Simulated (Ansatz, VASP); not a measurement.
# ZnO: VASP beside Ansatz

```
CELL_PARAMETERS angstrom
3.32343 0.00000 0.00000
-1.66172 2.77918 0.00000
0.00000 0.00000 6.16885
ATOMIC_POSITIONS crystal
Zn 0.00000 0.00000 0.75000
Zn 0.00000 0.00000 0.25000
O 0.33333 0.66667 0.25000
O 0.66667 0.33333 0.75000
```

Change from the starting cell: strain +0.0175 x Voigt [1, -1, 0, 0, 0, 0], atoms carried along.

Alike in both runs: task single point; functional PBE; dispersion D3(BJ); k mesh 12 × 12 × 6; occupations gaussian, width 0.05 eV; no spin polarisation.

|  | VASP | Ansatz |
| --- | --- | --- |
| version | VASP 6.6.1 | Ansatz 0.2.0 |
| potentials or method | VASP PAW PBE potentials, release 64 (Zn, O), cutoff 520 eV | scalar-relativistic, plane waves, PAW |
| valence electrons in the cell | 36 | 36 |

Ansatz gave:

| Property | Result |
| --- | --- |
| gap on the k mesh at the Fermi level (eV) | 0.65 |
| least direct gap on the mesh (eV) | 0.65 |
| pressure (GPa) | 0.2 |
| traceless stress, the component that is largest in VASP (GPa) | 4.42 |
| rms of the force components (eV/Å) | 0.276 |

Question: Which values does VASP return?

Answer: gap on the k mesh at the Fermi level (eV): 0.65; least direct gap on the mesh (eV): 0.65; pressure (GPa): 1.1; traceless stress, the component that is largest in VASP (GPa): 5.07; rms of the force components (eV/Å): 0.292.

Atom by atom the forces differ by 0.016 eV/Å (rms over components).
